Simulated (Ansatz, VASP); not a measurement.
## One calculation of PbS, two programs

```
CELL_PARAMETERS angstrom
4.22171 0.00000 0.00000
-2.11086 3.65611 0.00000
0.00000 0.00000 3.91045
ATOMIC_POSITIONS crystal
Pb 0.00000 0.00000 0.00000
S 0.66667 0.33333 0.50000
```

Alike in both runs: task single point; functional LDA; k mesh 6 × 6 × 6; occupations fermi-dirac, width 0.05 eV; no spin polarisation.

```csv
,VASP,Ansatz
version,VASP 6.6.1,Ansatz 0.2.0
potentials or method,"VASP PAW LDA potentials, release 64 (Pb_d, S), cutoff 520 eV","plane waves, PAW"
valence electrons in the cell,20,20
```

```csv
,VASP,Ansatz,Ansatz less VASP
pressure (GPa),-7.7,-7.7,0.00
"traceless stress, the component that is largest in VASP (GPa)",-1.16,-1.19,-0.028
```

LDA's correlation is that of Perdew and Zunger in VASP and of Perdew and Wang (1992) in Ansatz.

Neither program's run includes spin-orbit coupling.
